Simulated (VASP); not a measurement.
# InP: single point with LDA

The system is InP.

```xyz
2
Lattice="0.0000 2.8707 2.8707 2.8707 0.0000 2.8707 2.8707 2.8707 0.0000" Properties=species:S:1:pos:R:3 pbc="T T T"
In    0.0000    0.0000    0.0000
P     4.3060    4.3060    4.3060
```

This cell differs from its parent crystal: volume scaled by 0.94.

```
Program                : VASP 6.6.1
Task                   : single point
Functional             : LDA
Potentials or basis    : VASP PAW LDA potentials, release 64 (In_d, P)
Cutoff                 : 520 eV
k mesh                 : 8 × 8 × 8
Occupations            : fermi-dirac, width 0.05 eV
Spin                   : no spin polarisation
Dipole correction      : no
Further INCAR settings : ALGO = Normal; EDIFF = 1e-07; NBANDS = 16
```

```
Pressure               : 3.5 GPa
Band gap on the k mesh : 0.84 eV, direct
```

Levels at points of the mesh, in eV from the valence-band top:
```tsv
k point	band 6	band 7	band 8	band 9	band 10	band 11	band 12	band 13
(0.00, 0.00, 0.00)	-11.99	0.00	0.00	0.00	0.84	3.95	3.95	3.95
(0.50, 0.00, 0.00)	-10.02	-6.18	-1.09	-1.09	1.47	4.70	4.70	7.00
(0.50, 0.50, 0.00)	-9.28	-6.14	-2.58	-2.58	1.49	2.11	9.39	9.85
```

It took 32 s on 1 thread of Intel Xeon 8259CL, on a shared host, peak memory 0.16 GiB.

Caveat: spin-orbit coupling is left out, which moves the levels of the heavy elements.
